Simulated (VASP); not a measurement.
# MgO (Amm2) in VASP: further runs

MgO is run at these levels: PBE; tasks: single point.

Everything below comes from runs of VASP 6.6.1. Logs are shortened: lines on timing, memory, paths and dates and some standing lists are left out, and cuts for length are marked.

### Step 1. The cell of the first run

The structure is orthorhombic, space group Amm2 (No. 38). The conventional cell has a = 2.680 Å, b = 2.850 Å, c = 5.241 Å, α = 90.00°, β = 90.00°, γ = 90.00°. Mg (site symmetry mm2) has 6 O at 2.14 to 2.20 Å and 8 Mg at 2.68 to 2.98 Å within 3.0 Å. O (site symmetry mm2) has 6 Mg at 2.14 to 2.20 Å and 8 O at 2.68 to 2.98 Å within 3.0 Å.

### Step 2. Single point, PBE (strain -0.0300 x Voigt [1, -1, 0, 0, 0, 0])

INCAR reads:

```
ALGO = Normal
EDIFF = 1E-7
ENCUT = 520
GGA = PE
ISIF = 2
ISMEAR = 0
LASPH = T
LCHARG = F
LREAL = F
LWAVE = F
NBANDS = 11
NELM = 100
PREC = Accurate
SIGMA = 0.05
```

KPOINTS reads:

```
k-points
0
Gamma
  12 12 8
```

POSCAR reads:

```
MgO
1.0
    2.8495927417      0.0000000000      0.0000000000
   -1.4247963709      2.6204683462      0.0000000000
    0.0000000000      0.0000000000      2.6797873418
Mg O
1 1
Direct
    0.0000000000      0.0000000000      0.0000000000
    0.3333333333      0.6666666667      0.5000000000
```

Potentials or basis: VASP PAW PBE potentials, release 64 (Mg, O).

The run is started by

```console
$ cat potpaw_PBE.64/Mg/POTCAR potpaw_PBE.64/O/POTCAR > POTCAR
$ mpirun -np 1 vasp_std > vasp.out
```

OUTCAR:

```text
EDIFF = 1E-7
   ENCUT = 520
   GGA = PE
   ISIF = 2
   ISMEAR = 0
   LASPH = T
   LREAL = F
   NELM = 100
   PREC = Accurate

 ion  position               nearest neighbor table
   1  0.000  0.000  0.000-   2 2.14   2 2.14   2 2.14   2 2.14   2 2.20   2 2.20
   2  0.333  0.667  0.500-   1 2.14   1 2.14   1 2.14   1 2.14   1 2.20   1 2.20

  LATTYP: Found a base centered orthorhombic cell.
 ALAT       =     2.8495927417
 B/A-ratio  =     1.8391879709
 C/A-ratio  =     0.9404106428

  Lattice vectors:

 A1 = (   1.4247963709,  -2.6204683462,   0.0000000000)
 A2 = (   1.4247963708,   2.6204683462,   0.0000000000)
 A3 = (   0.0000000000,   0.0000000000,   2.6797873418)

Analysis of symmetry for initial positions (statically):
=====================================================================
 Subroutine PRICEL returns:
 Original cell was already a primitive cell.

 Routine SETGRP: Setting up the symmetry group for a
 base centered orthorhombic supercell.

 Subroutine GETGRP returns: Found  4 space group operations
 (whereof  4 operations were pure point group operations)
 out of a pool of  8 trial point group operations.

The static configuration has the point symmetry C_2v.

Analysis of symmetry for dynamics (positions and initial velocities):
=====================================================================
 Subroutine PRICEL returns:
 Original cell was already a primitive cell.

 Routine SETGRP: Setting up the symmetry group for a
 base centered orthorhombic supercell.

 Subroutine GETGRP returns: Found  4 space group operations
 (whereof  4 operations were pure point group operations)
 out of a pool of  8 trial point group operations.

The dynamic configuration has the point symmetry C_2v.

 Subroutine INISYM returns: Found  4 space group operations
 (whereof  4 operations are pure point group operations),
 and found     1 'primitive' translations

----------------------------------------------------------------------------------------

                                     Primitive cell

  volume of cell :      20.0107

  direct lattice vectors                    reciprocal lattice vectors
     2.849592742  0.000000000  0.000000000     0.350927340  0.190805587  0.000000000
    -1.424796371  2.620468346  0.000000000     0.000000000  0.381611173  0.000000000
     0.000000000  0.000000000  2.679787342     0.000000000  0.000000000  0.373163939

  length of vectors
     2.849592742  2.982767013  2.679787342     0.399445578  0.381611173  0.373163939
[... 89 lines left out ...]
   POTIM  = 0.5000    time-step for ionic-motion
   TEBEG  =    0.0;   TEEND  =   0.0 temperature during run
   PSTRESS=    0.0 pullay stress
   NELECT =       8.0000    total number of electrons
   NUPDOWN=      -1.0000    fix difference up-down
   EMIN   =  10.00;   EMAX   =-10.00  energy-range for DOS
   EFERMI =   0.00;   METHOD = LEGACY
   ISMEAR =     0;   SIGMA  =   0.05  broadening in eV -4-tet -1-fermi 0-gaus
   EFERMI_NEDOS =   21; number of points for ismear=-14 and -15
   IALGO  =     38    algorithm
   IMIX   =      4    mixing-type and parameters
     AMIX     =   0.40;   BMIX     =  1.00
     AMIX_MAG =   1.60;   BMIX_MAG =  1.00
  volume/ion in A,a.u.               =      10.01        67.52
  Fermi-wavevector in a.u.,A,eV,Ry     =   1.206010  2.279028 19.789122  1.454459
  Thomas-Fermi vector in A             =   2.341689
   LORBIT       =      0    0 simple, 1 ext, 2 COOP (PROOUT), +10 PAW based schemes
   GGA     = PE    functional components
   LHFCALC =     F    Hartree Fock is set to
   AEXX    =    0.0000 exact exchange contribution
   IVDW    =     0    specifies the selected vdW correction
   LEPSILON=     F    determine dielectric tensor
   LRPA    =     F    only Hartree local field effects (RPA)
 non-spin polarized calculation
 Gauss-broadening in eV      SIGMA  =   0.05
  energy-cutoff  :      520.00
  volume of cell :       20.01
 maximum number of plane-waves:       557
 NGX is ok and might be reduce to    24
   NGX = 11   NGY = 11   NGZ =  9

 number of electron       7.9999996 magnetization

 Free energy of the ion-electron system (eV)
  ---------------------------------------------------
  ext. energy  EPLUGINS =         0.00000000
  ---------------------------------------------------
  free energy    TOTEN  =       -11.20236078 eV

  energy without entropy =      -11.20236078  energy(sigma->0) =      -11.20236078

 E-fermi :   3.6406     XC(G=0): -10.7387

 val. band max:        3.3704164979   @ k =   0.0000   0.0000   0.5000
 cond. band min:       6.2906124391   @ k =   0.0000   0.0000   0.0000
 fundamental gap:      2.9201959412
 Fermi energy:         3.6406062876

 k-point     1 :       0.0000    0.0000    0.0000
  band No.  band energies     occupation
      1     -14.1226      2.00000
      2       2.5393      2.00000
      3       2.9015      2.00000
      4       2.9091      2.00000
      5       6.2906      0.00000
      6      15.1512      0.00000
      7      18.3139      0.00000
      8      19.6223      0.00000
      9      23.1723      0.00000
     10      24.1574      0.00000
     11      25.1062      0.00000
[... 309 lines left out ...]
 k-point    24 :       0.4167    0.1667    0.0000
  band No.  band energies     occupation
      1     -12.9862      2.00000
      2      -1.1881      2.00000
      3       0.9591      2.00000
      4       3.3050      2.00000
      5      10.7115      0.00000
      6      14.0330      0.00000
      7      16.0058      0.00000
      8      21.3824      0.00000
      9      22.5315      0.00000
     10      25.1172      0.00000
     11      25.5629      0.00000

 [... further k-points ...]

------------------------ aborting loop because EDIFF is reached ----------------------------------------

  FORCE on cell =-STRESS in cart. coord.  units (eV):
  Direction    XX          YY          ZZ          XY          YZ          ZX
  --------------------------------------------------------------------------------------
  -------------------------------------------------------------------------------------
  Total        0.9384545     -0.9746477     -0.0645009      0.0000000      0.0000000      0.0000000
  in kB       75.1383702    -78.0362136     -5.1643331      0.0000000      0.0000000      0.0000000
  external PRESSURE =      -2.6873922 kB  Pullay stress =       0.0000000 kB

 VOLUME and BASIS-vectors are now :
 -----------------------------------------------------------------------------
  energy-cutoff  :      520.00
  volume of cell :       20.01
      direct lattice vectors                 reciprocal lattice vectors
     2.849592742  0.000000000  0.000000000     0.350927340  0.190805587  0.000000000
    -1.424796371  2.620468346  0.000000000     0.000000000  0.381611173  0.000000000
     0.000000000  0.000000000  2.679787342     0.000000000  0.000000000  0.373163939

 POSITION                                       TOTAL-FORCE (eV/Angst)
 -----------------------------------------------------------------------------------
      0.00000      0.00000      0.00000         0.000000     -0.019663      0.000000
     -0.00000      1.74698      1.33989        -0.000000      0.019663      0.000000
 -----------------------------------------------------------------------------------
    total drift:                                0.000000     -0.000048     -0.000000

  FREE ENERGIE OF THE ION-ELECTRON SYSTEM (eV)
  ---------------------------------------------------
  free  energy   TOTEN  =       -11.2023607785 eV

  energy  without entropy=      -11.2023607785  energy(sigma->0) =      -11.20236078
```

OSZICAR:

```text
N       E                     dE             d eps       ncg     rms          rms(c)
DAV:   1     0.137128170239E+02    0.13713E+02   -0.45575E+03  5474   0.642E+02
DAV:   2    -0.123936284537E+02   -0.26106E+02   -0.25330E+02  5432   0.133E+02
DAV:   3    -0.129644349966E+02   -0.57081E+00   -0.57044E+00  5626   0.172E+01
DAV:   4    -0.129658975720E+02   -0.14626E-02   -0.14625E-02  5223   0.999E-01
DAV:   5    -0.129659027935E+02   -0.52214E-05   -0.52214E-05  5582   0.586E-02    0.738E+00
DAV:   6    -0.112542035495E+02    0.17117E+01   -0.99043E+00  4805   0.168E+01    0.241E+00
DAV:   7    -0.112206013236E+02    0.33602E-01   -0.77990E-02  5237   0.239E+00    0.139E+00
DAV:   8    -0.112027683906E+02    0.17833E-01   -0.38293E-02  4898   0.209E+00    0.268E-01
DAV:   9    -0.112024419322E+02    0.32646E-03   -0.33222E-04  5589   0.135E-01    0.190E-01
DAV:  10    -0.112023602358E+02    0.81696E-04   -0.69031E-04  4931   0.205E-01    0.133E-02
DAV:  11    -0.112023597628E+02    0.47298E-06   -0.12217E-05  5441   0.247E-02    0.658E-03
DAV:  12    -0.112023607886E+02   -0.10258E-05   -0.18866E-06  5140   0.104E-02    0.234E-03
DAV:  13    -0.112023607785E+02    0.10150E-07   -0.10680E-07  5234   0.269E-03
   1 F= -.11202361E+02 E0= -.11202361E+02  d E =-.509514E-17
```

It took 43 s on 1 thread of Intel Xeon 8259CL, shared host; peak memory 0.17 GiB.

What came out:

```yaml
Free_energy: -11.2024 eV
Pressure: -0.3 GPa
Largest_force: 0.020 eV/Å
Band_gap_on_the_k_mesh: 2.92 eV (least direct gap 3.38 eV)
```

Forces on the atoms (eV/Å):
```
Mg   0.000 -0.020  0.000
O    0.000  0.020  0.000
```

Caveat: the cell differs from its parent crystal (strain -0.0300 x Voigt [1, -1, 0, 0, 0, 0]).

### Step 3. Single point, PBE (strain +0.0150 x Voigt [1, -1, 0, 0, 0, 0])

INCAR reads:

```
PREC     = Accurate       # precision mode
ENCUT    = 520            # plane-wave cutoff, eV
EDIFF    = 1E-6           # SCF threshold, eV
ISMEAR   = 0              # smearing method
SIGMA    = 0.05           # smearing width, eV
LREAL    = F              # projectors in reciprocal space
LASPH    = T              # aspherical terms in the spheres
NELM     = 60             # most SCF steps
ALGO     = Normal         # electronic algorithm
ISIF     = 2              # what is computed and relaxed
LWAVE    = F              # write WAVECAR
LCHARG   = F              # write CHGCAR
GGA      = PE             # functional
NBANDS   = 11             # bands
```

KPOINTS reads:

```
Automatic mesh
0
Gamma
  12 12 8
```

POSCAR reads:

```
MgO
1.0
    2.9817903431      0.0000000000      0.0000000000
   -1.4908951716      2.5059818651      0.0000000000
    0.0000000000      0.0000000000      2.6797873418
Mg O
1 1
Direct
    0.0000000000      0.0000000000      0.0000000000
    0.3333333333      0.6666666667      0.5000000000
```

Potentials or basis: VASP PAW PBE potentials, release 64 (Mg, O).

The run is started by

```console
$ cat potpaw_PBE.64/Mg/POTCAR potpaw_PBE.64/O/POTCAR > POTCAR
$ mpirun -np 1 vasp_std > vasp.out
```

Wall time 30 s (1 thread of Intel Xeon 8259CL, shared host); peak memory 0.17 GiB.

Results (log left out):

- Free energy: -11.2239 eV
- Pressure: -0.5 GPa
- Largest force: 0.007 eV/Å
- Band gap on the k mesh: 2.99 eV (least direct gap 3.40 eV)

Forces on the atoms (eV/Å):
```
Mg   0.000 -0.007  0.000
O    0.000  0.007  0.000
```

Stress tensor (GPa, compression positive):
```
-3.92  0.00  0.00
 0.00  2.95  0.00
 0.00  0.00 -0.67
```

Levels at points of the mesh, in eV from the valence-band top:
| k point | band 2 | band 3 | band 4 | band 5 | band 6 | band 7 |
| --- | --- | --- | --- | --- | --- | --- |
| (0.00, 0.00, 0.00) | -0.68 | -0.52 | -0.40 | 2.99 | 11.86 | 15.24 |
| (0.50, 0.00, 0.00) | -4.91 | -1.23 | -0.06 | 6.69 | 10.45 | 13.07 |
| (0.00, 0.50, 0.00) | -4.81 | -1.47 | -0.03 | 6.40 | 10.69 | 13.14 |
| (0.00, 0.00, 0.50) | -5.35 | -0.15 | -0.03 | 8.27 | 9.00 | 17.18 |
| (0.50, 0.00, 0.50) | -3.74 | -3.37 | -0.75 | 5.75 | 11.58 | 14.00 |
| (0.00, 0.50, 0.50) | -3.66 | -3.32 | -0.96 | 5.97 | 11.11 | 13.89 |

Caveat: the cell differs from its parent crystal (strain +0.0150 x Voigt [1, -1, 0, 0, 0, 0]). A k mesh can miss the band edges.

### Step 4. Single point, PBE (strain +0.0300 x Voigt [1, -1, 0, 0, 0, 0])

INCAR reads:

```
SYSTEM = MgO
PREC = Accurate ; ENCUT = 520
EDIFF = 1E-6 ; ISMEAR = 0
SIGMA = 0.05 ; LREAL = .False.
LASPH = .True. ; NELM = 60
ALGO = Normal ; ISIF = 2
LWAVE = .False. ; LCHARG = .False.
GGA = PE ; NBANDS = 11
```

KPOINTS reads:

```
regular mesh
0
Gamma
  12 12 8
  0 0 0
```

POSCAR reads:

```
MgO
1.0
    3.0258562102      0.0000000000      0.0000000000
   -1.5129281051      2.4678197047      0.0000000000
    0.0000000000      0.0000000000      2.6797873418
Mg O
1 1
Direct
    0.0000000000      0.0000000000      0.0000000000
    0.3333333333      0.6666666667      0.5000000000
```

The run is started by

```console
$ cat potpaw_PBE.64/Mg/POTCAR potpaw_PBE.64/O/POTCAR > POTCAR
$ mpirun -np 1 vasp_std > vasp.out
```

Run time: 38 s. Hardware: 1 thread of Intel Xeon 8259CL, shared host; peak memory 0.17 GiB.

The run converged. Its results:

```yaml
Free_energy: -11.2050 eV
Pressure: -0.3 GPa
Largest_force: 0.027 eV/Å
Band_gap_on_the_k_mesh: 2.96 eV (least direct gap 3.39 eV)
```

Forces in eV/Å, atoms in the order of the input:
```
Mg   0.000 -0.027  0.000
O    0.000  0.027  0.000
```

Stress tensor (GPa, compression positive):
```
-6.77  0.00  0.00
 0.00  6.45  0.00
 0.00  0.00 -0.49
```

Levels at points of the mesh, in eV from the valence-band top:
| k point | band 1 | band 2 | band 3 | band 4 | band 5 | band 6 | band 7 | band 8 | band 9 |
| --- | --- | --- | --- | --- | --- | --- | --- | --- | --- |
| (0.00, 0.00, 0.00) | -17.46 | -0.76 | -0.47 | -0.43 | 2.96 | 11.83 | 14.91 | 16.34 | 19.86 |
| (0.50, 0.00, 0.00) | -16.46 | -4.97 | -1.16 | -0.09 | 6.77 | 10.35 | 13.03 | 18.16 | 18.70 |
| (0.00, 0.50, 0.00) | -16.33 | -4.77 | -1.65 | -0.03 | 6.19 | 10.82 | 13.17 | 17.09 | 19.13 |
| (0.00, 0.00, 0.50) | -16.39 | -5.37 | -0.22 | 0.00 | 8.22 | 8.96 | 16.82 | 17.96 | 18.32 |
| (0.50, 0.00, 0.50) | -15.70 | -3.78 | -3.40 | -0.70 | 5.65 | 11.73 | 14.00 | 14.54 | 15.75 |
| (0.00, 0.50, 0.50) | -15.59 | -3.63 | -3.31 | -1.11 | 6.10 | 10.79 | 13.81 | 14.18 | 15.38 |

Caveat: the cell differs from its parent crystal (strain +0.0300 x Voigt [1, -1, 0, 0, 0, 0]). A k mesh can miss the band edges.

### Step 5. Single point, PBE (strain -0.0150 x Voigt [1, -1, 0, 0, 0, 0])

INCAR reads:

```
ALGO     = Normal         # electronic algorithm
EDIFF    = 1E-7           # SCF threshold, eV
ENCUT    = 520            # plane-wave cutoff, eV
GGA      = PE             # functional
ISIF     = 2              # what is computed and relaxed
ISMEAR   = 0              # smearing method
LASPH    = True           # aspherical terms in the spheres
LCHARG   = False          # write CHGCAR
LREAL    = False          # projectors in reciprocal space
LWAVE    = False          # write WAVECAR
NBANDS   = 11             # bands
NELM     = 60             # most SCF steps
PREC     = Accurate       # precision mode
SIGMA    = 0.05           # smearing width, eV
```

KPOINTS reads:

```
k-points
0
Gamma
  12 12 8
```

POSCAR reads:

```
MgO
1.0
    2.8936586088      0.0000000000      0.0000000000
   -1.4468293044      2.5823061858      0.0000000000
    0.0000000000      0.0000000000      2.6797873418
Mg O
1 1
Direct
    0.0000000000      0.0000000000      0.0000000000
    0.3333333333      0.6666666667      0.5000000000
```

The run is started by

```console
$ cat potpaw_PBE.64/Mg/POTCAR potpaw_PBE.64/O/POTCAR > POTCAR
$ mpirun -np 1 vasp_std > vasp.out
```

Run time: 44 s. Hardware: 1 thread of Intel Xeon 8259CL, shared host; peak memory 0.17 GiB.

The run converged. Its results:

```yaml
Free_energy: -11.2235 eV
Pressure: -0.6 GPa
Largest_force: 0.005 eV/Å
Band_gap_on_the_k_mesh: 2.99 eV (least direct gap 3.40 eV)
```

Forces in eV/Å, atoms in the order of the input:
```
Mg   0.000 -0.005  0.000
O    0.000  0.005  0.000
```

Stress tensor (GPa, compression positive):
```
 3.21  0.00  0.00
 0.00 -4.18  0.00
 0.00  0.00 -0.68
```

Levels at points of the mesh, in eV from the valence-band top:
| k point | band 2 | band 3 | band 4 | band 5 | band 6 | band 7 |
| --- | --- | --- | --- | --- | --- | --- |
| (0.00, 0.00, 0.00) | -0.69 | -0.51 | -0.40 | 2.99 | 11.86 | 15.25 |
| (0.50, 0.00, 0.00) | -4.85 | -1.39 | -0.04 | 6.50 | 10.61 | 13.11 |
| (0.00, 0.50, 0.00) | -4.94 | -1.15 | -0.07 | 6.79 | 10.38 | 13.05 |
| (0.00, 0.00, 0.50) | -5.35 | -0.16 | -0.03 | 8.27 | 9.00 | 17.18 |
| (0.50, 0.00, 0.50) | -3.68 | -3.33 | -0.89 | 5.90 | 11.26 | 13.92 |
| (0.00, 0.50, 0.50) | -3.76 | -3.38 | -0.68 | 5.67 | 11.74 | 14.04 |

Caveat: the cell differs from its parent crystal (strain -0.0150 x Voigt [1, -1, 0, 0, 0, 0]). A k mesh can miss the band edges.

### Step 6. Overview

| cell | gap on the mesh (eV) | pressure (GPa) | largest force (eV/Å) |
| --- | --- | --- | --- |
| a = 2.850, b = 2.983, c = 2.680 Å, angles 90.0, 90.0, 118.5°, 2 atoms | 2.92 | -0.3 | 0.02 |
| a = 2.982, b = 2.916, c = 2.680 Å, angles 90.0, 90.0, 120.7°, 2 atoms | 2.99 | -0.5 | 0.01 |
| a = 3.026, b = 2.895, c = 2.680 Å, angles 90.0, 90.0, 121.5°, 2 atoms | 2.96 | -0.3 | 0.03 |
| a = 2.894, b = 2.960, c = 2.680 Å, angles 90.0, 90.0, 119.3°, 2 atoms | 2.99 | -0.6 | - |

Alike in all rows: task single point; level PBE; potentials or basis VASP PAW PBE potentials, release 64 (Mg, O); no spin polarisation; k mesh 12 × 12 × 8; cutoff (eV) 520; smearing gaussian 0.05 eV.

Total energies depend on the potentials used, so only differences within one code and one set of settings carry meaning.
